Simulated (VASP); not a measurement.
# Zr (Pm-3m) in VASP: notebook

The runs below take Zr through single point, relaxation of cell and atoms, with PBE.

All numbers are computed with VASP 6.6.1; they aren't measurements. Logs are shortened: lines on timing, memory, paths and dates and some standing lists are left out, and cuts for length are marked.

### Step 1. The cell of the first run

It takes space group Pm-3m (No. 221, cubic). The conventional cell has a = 2.171 Å, b = 2.171 Å, c = 2.171 Å, α = 90.00°, β = 90.00°, γ = 90.00°. Within 2.9 Å of Zr (site symmetry m-3m) lie 6 Zr at 2.17 Å.

This isn't the form of Zr at room conditions, which is hcp.

### Step 2. Single point, PBE

Input file INCAR:

```
SYSTEM = Zr
PREC = Accurate ; ENCUT = 520
EDIFF = 1E-7 ; ISMEAR = -1
SIGMA = 0.1 ; LREAL = .False.
LASPH = .True. ; NELM = 80
ALGO = Normal ; ISIF = 2
LWAVE = .False. ; LCHARG = .False.
GGA = PE ; NBANDS = 12
```

Input file KPOINTS:

```
regular mesh
0
Gamma
  17 17 17
  0 0 0
```

Input file POSCAR:

```
Zr
1.0
    2.1707195182      0.0000000000      0.0000000000
    0.0000000000      2.1707195182      0.0000000000
    0.0000000000      0.0000000000      2.1707195182
Zr
1
Direct
    0.0000000000      0.0000000000      0.0000000000
```

Potentials or basis: VASP PAW PBE potentials, release 64 (Zr_sv).

Command:

```console
$ cat potpaw_PBE.64/Zr_sv/POTCAR > POTCAR
$ mpirun -np 1 vasp_std > vasp.out
```

OUTCAR:

```text
SYSTEM = Zr
   PREC = Accurate
   ENCUT = 520
   EDIFF = 1E-7
   ISMEAR = -1
   LREAL = .False.
   LASPH = .True.
   NELM = 80
   ISIF = 2
   GGA = PE

 ion  position               nearest neighbor table
   1  0.000  0.000  0.000-

  LATTYP: Found a simple cubic cell.
 ALAT       =     2.1707195182

  Lattice vectors:

 A1 = (   2.1707195182,   0.0000000000,   0.0000000000)
 A2 = (   0.0000000000,   2.1707195182,   0.0000000000)
 A3 = (   0.0000000000,   0.0000000000,   2.1707195182)

Analysis of symmetry for initial positions (statically):
=====================================================================
 Subroutine PRICEL returns:
 Original cell was already a primitive cell.

 Routine SETGRP: Setting up the symmetry group for a
 simple cubic supercell.

 Subroutine GETGRP returns: Found 48 space group operations
 (whereof 48 operations were pure point group operations)
 out of a pool of 48 trial point group operations.

The static configuration has the point symmetry O_h .

Analysis of symmetry for dynamics (positions and initial velocities):
=====================================================================
 Subroutine PRICEL returns:
 Original cell was already a primitive cell.

 Routine SETGRP: Setting up the symmetry group for a
 simple cubic supercell.

 Subroutine GETGRP returns: Found 48 space group operations
 (whereof 48 operations were pure point group operations)
 out of a pool of 48 trial point group operations.

The dynamic configuration has the point symmetry O_h .

 Subroutine INISYM returns: Found 48 space group operations
 (whereof 48 operations are pure point group operations),
 and found     1 'primitive' translations

----------------------------------------------------------------------------------------

                                     Primitive cell

  volume of cell :      10.2285

  direct lattice vectors                    reciprocal lattice vectors
     2.170719518  0.000000000  0.000000000     0.460676744  0.000000000  0.000000000
     0.000000000  2.170719518  0.000000000     0.000000000  0.460676744  0.000000000
     0.000000000  0.000000000  2.170719518     0.000000000  0.000000000  0.460676744

  length of vectors
     2.170719518  2.170719518  2.170719518     0.460676744  0.460676744  0.460676744

  position of ions in fractional coordinates (direct lattice)
     0.000000000  0.000000000  0.000000000

  ion indices of the primitive-cell ions
   primitive index   ion index
                 1           1

----------------------------------------------------------------------------------------

 KPOINTS: regular mesh

Automatic generation of k-mesh.
 Grid dimensions read from file:
 generate k-points for:   17   17   17

 Generating k-lattice:

  Cartesian coordinates                     Fractional coordinates (reciprocal lattice)
     0.027098632  0.000000000  0.000000000     0.058823529  0.000000000  0.000000000
     0.000000000  0.027098632  0.000000000     0.000000000  0.058823529  0.000000000
     0.000000000  0.000000000  0.027098632     0.000000000  0.000000000  0.058823529

  Length of vectors
     0.027098632  0.027098632  0.027098632

  Shift w.r.t. Gamma in fractional coordinates (k-lattice)
     0.000000000  0.000000000  0.000000000

 Subroutine IBZKPT returns following result:
 ===========================================

 Found    165 irreducible k-points:

 Following reciprocal coordinates:
            Coordinates               Weight
  0.000000  0.000000  0.000000      1.000000
  0.058824  0.000000  0.000000      6.000000
  0.117647  0.000000  0.000000      6.000000
  0.176471  0.000000  0.000000      6.000000
  0.235294  0.000000  0.000000      6.000000
  0.294118  0.000000  0.000000      6.000000
[... 16 lines left out ...]
  0.411765  0.117647  0.000000     24.000000
  0.470588  0.117647  0.000000     24.000000
 [... further k-points ...]
   k-points           NKPTS =    165   k-points in BZ     NKDIM =    165   number of bands    NBANDS=     12
   number of dos      NEDOS =    301   number of ions     NIONS =      1
   total plane-waves  NPLWV =   4096
   dimension x,y,z NGX =    16 NGY =   16 NGZ =   16
   dimension x,y,z NGXF=    32 NGYF=   32 NGZF=   32
   ions per type =               1
   NGX,Y,Z   is equivalent  to a cutoff of  12.25, 12.25, 12.25 a.u.
   NGXF,Y,Z  is equivalent  to a cutoff of  24.51, 24.51, 24.51 a.u.
 SYSTEM =  Zr
   PREC   = accura    normal or accurate (medium, high low for compatibility)
   ISTART =      0    job   : 0-new  1-cont  2-samecut
   ICHARG =      2    charge: 1-file 2-atom 10-const
   ISPIN  =      1    spin polarized calculation?
   LNONCOLLINEAR =      F non collinear calculations
   LSORBIT =      F    spin-orbit coupling
   LASPH  =      T    aspherical Exc in radial PAW
   ENCUT  =  520.0 eV  38.22 Ry    6.18 a.u.   4.04  4.04  4.04*2*pi/ulx,y,z
   NELM   =     80;   NELMIN=  2; NELMDL= -5     # of ELM steps
   EDIFF  = 0.1E-06   stopping-criterion for ELM
   LREAL  =      F    real-space projection
   EDIFFG = 0.1E-05   stopping-criterion for IOM
   NSW    =      0    number of steps for IOM
   IBRION =     -1    ionic relax: 0-MD 1-quasi-New 2-CG
   NFREE  =      0    steps in history (QN), initial steepest desc. (CG)
   ISIF   =      2    stress and relaxation
   ISYM   =      2    0-nonsym 1-usesym 2-fastsym
   POTIM  = 0.5000    time-step for ionic-motion
   TEBEG  =    0.0;   TEEND  =   0.0 temperature during run
   PSTRESS=    0.0 pullay stress
   NELECT =      12.0000    total number of electrons
   NUPDOWN=      -1.0000    fix difference up-down
   EMIN   =  10.00;   EMAX   =-10.00  energy-range for DOS
   EFERMI =   0.00;   METHOD = LEGACY
   ISMEAR =    -1;   SIGMA  =   0.10  broadening in eV -4-tet -1-fermi 0-gaus
   EFERMI_NEDOS =   21; number of points for ismear=-14 and -15
   IALGO  =     38    algorithm
   IMIX   =      4    mixing-type and parameters
     AMIX     =   0.40;   BMIX     =  1.00
     AMIX_MAG =   1.60;   BMIX_MAG =  1.00
  volume/ion in A,a.u.               =      10.23        69.03
  Fermi-wavevector in a.u.,A,eV,Ry     =   1.726626  3.262849 40.562183  2.981236
  Thomas-Fermi vector in A             =   2.801902
   LORBIT       =      0    0 simple, 1 ext, 2 COOP (PROOUT), +10 PAW based schemes
   GGA     = PE    functional components
   LHFCALC =     F    Hartree Fock is set to
   AEXX    =    0.0000 exact exchange contribution
   IVDW    =     0    specifies the selected vdW correction
   LEPSILON=     F    determine dielectric tensor
   LRPA    =     F    only Hartree local field effects (RPA)
 non-spin polarized calculation
  energy-cutoff  :      520.00
  volume of cell :       10.23
 maximum number of plane-waves:       289
   NGX =  9   NGY =  9   NGZ =  9

 number of electron      11.9999999 magnetization

 Free energy of the ion-electron system (eV)
  ---------------------------------------------------
  ext. energy  EPLUGINS =         0.00000000
  ---------------------------------------------------
  free energy    TOTEN  =        -0.31276059 eV

  energy without entropy =       -0.29335025  energy(sigma->0) =       -0.30305542

 E-fermi :  21.5718     XC(G=0): -15.3926

 val. band max:       21.5697265715   @ k =   0.2941   0.2941   0.1176
 cond. band min:      21.5718156849   @ k =   0.4706   0.3529   0.0000
 fundamental gap:      0.0020891134
 Fermi energy:        21.5717614024

 k-point     1 :       0.0000    0.0000    0.0000
  band No.  band energies     occupation
      1     -30.1314      2.00000
      2      -1.9855      2.00000
      3      -1.9855      2.00000
      4      -1.9855      2.00000
      5      15.5504      2.00000
      6      15.5504      2.00000
      7      17.7394      2.00000
      8      34.8361      0.00000
      9      34.8361      0.00000
     10      34.8361      0.00000
     11      44.4847      0.00000
     12      44.4847      0.00000

 k-point     2 :       0.0588    0.0000    0.0000
  band No.  band energies     occupation
      1     -30.0733      2.00000
      2      -2.4390      2.00000
      3      -1.9489      2.00000
      4      -1.9489      2.00000
      5      15.6123      2.00000
      6      15.9911      2.00000
      7      18.0133      2.00000
      8      34.1911      0.00000
      9      34.1911      0.00000
     10      34.8741      0.00000
     11      43.7105      0.00000
     12      45.0482      0.00000

 k-point     3 :       0.1176    0.0000    0.0000
  band No.  band energies     occupation
      1     -29.9028      2.00000
      2      -3.6222      2.00000
      3      -1.8428      2.00000
      4      -1.8428      2.00000
      5      15.7940      2.00000
      6      16.8631      2.00000
      7      19.0890      2.00000
      8      32.6829      0.00000
      9      32.6829      0.00000
     10      34.9845      0.00000
     11      41.9692      0.00000
     12      45.9901      0.00000

 k-point     4 :       0.1765    0.0000    0.0000
  band No.  band energies     occupation
      1     -29.6328      2.00000
      2      -5.1884      2.00000
      3      -1.6782      2.00000
      4      -1.6782      2.00000
      5      16.0823      2.00000
      6      17.6130      2.00000
      7      21.1017      1.98199
      8      30.9076      0.00000
      9      30.9076      0.00000
     10      35.1562      0.00000
     11      40.0489      0.00000
     12      43.2331      0.00000

 k-point     5 :       0.2353    0.0000    0.0000
  band No.  band energies     occupation
      1     -29.2861      2.00000
      2      -6.8480      2.00000
      3      -1.4736      2.00000
      4      -1.4736      2.00000
      5      16.4536      2.00000
      6      18.3453      2.00000
      7      23.4709      0.00000
      8      29.1859      0.00000
      9      29.1859      0.00000
     10      35.3706      0.00000
     11      38.4737      0.00000
     12      40.7942      0.00000
[... 228 lines left out ...]
      1     -28.6711      2.00000
      2      -8.2111      2.00000
      3      -2.7902      2.00000
      4      -1.1173      2.00000
      5      17.8376      2.00000
      6      20.2610      2.00000
      7      23.5380      0.00000
      8      27.8849      0.00000
      9      28.3080      0.00000
     10      33.6994      0.00000
     11      38.2452      0.00000
     12      41.3087      0.00000

 k-point    22 :       0.3529    0.1176    0.0000
  band No.  band energies     occupation
      1     -28.2927      2.00000
      2      -9.5151      2.00000
      3      -2.5536      2.00000
      4      -0.9141      2.00000
      5      18.2983      2.00000
      6      20.6143      1.99986
      7      23.2050      0.00000
      8      26.6918      0.00000
      9      29.1338      0.00000
     10      33.9630      0.00000
     11      38.3355      0.00000
     12      40.0952      0.00000

 k-point    23 :       0.4118    0.1176    0.0000
  band No.  band energies     occupation
      1     -27.9852      2.00000
      2     -10.4624      2.00000
      3      -2.3684      2.00000
      4      -0.7562      2.00000
      5      18.6726      2.00000
      6      20.6804      1.99973
      7      23.0648      0.00000
      8      25.8594      0.00000
      9      29.1977      0.00000
     10      34.1724      0.00000
     11      38.2230      0.00000
     12      41.0467      0.00000

 k-point    24 :       0.4706    0.1176    0.0000
  band No.  band energies     occupation
      1     -27.8108      2.00000
      2     -10.9628      2.00000
      3      -2.2663      2.00000
      4      -0.6696      2.00000
      5      18.8850      2.00000
      6      20.5868      1.99989
      7      23.1640      0.00000
      8      25.4319      0.00000
      9      28.9483      0.00000
     10      34.2888      0.00000
     11      37.7830      0.00000
     12      43.0388      0.00000

 [... further k-points ...]

------------------------ aborting loop because EDIFF is reached ----------------------------------------

  FORCE on cell =-STRESS in cart. coord.  units (eV):
  Direction    XX          YY          ZZ          XY          YZ          ZX
  --------------------------------------------------------------------------------------
  -------------------------------------------------------------------------------------
  Total       22.6624564     22.6624564     22.6624564     -0.0000000      0.0000000      0.0000000
  in kB     3549.8208056   3549.8208056   3549.8208056     -0.0000000      0.0000000      0.0000000
  external PRESSURE =    3549.8208056 kB  Pullay stress =       0.0000000 kB

 VOLUME and BASIS-vectors are now :
 -----------------------------------------------------------------------------
  energy-cutoff  :      520.00
  volume of cell :       10.23
      direct lattice vectors                 reciprocal lattice vectors
     2.170719518  0.000000000  0.000000000     0.460676744  0.000000000  0.000000000
     0.000000000  2.170719518  0.000000000     0.000000000  0.460676744  0.000000000
     0.000000000  0.000000000  2.170719518     0.000000000  0.000000000  0.460676744

 POSITION                                       TOTAL-FORCE (eV/Angst)
 -----------------------------------------------------------------------------------
      0.00000      0.00000      0.00000         0.000000      0.000000      0.000000
 -----------------------------------------------------------------------------------
    total drift:                               -0.000000      0.000000      0.000000

  FREE ENERGIE OF THE ION-ELECTRON SYSTEM (eV)
  ---------------------------------------------------
  free  energy   TOTEN  =        -0.3127605919 eV

  energy  without entropy=       -0.2933502486  energy(sigma->0) =       -0.30305542
```

Wall time 23 s (1 thread of AMD EPYC 7R13, shared host); peak memory 0.1 GiB.

Results:

| Property | Result |
| --- | --- |
| Free energy | -0.3128 eV |
| Pressure | 355.0 GPa |
| Band gap on the k mesh | zero (bands 6 and 7 overlap by 8.88 eV) |

Caveat: the cell stands under pressure.

[end of part 1 of 2]
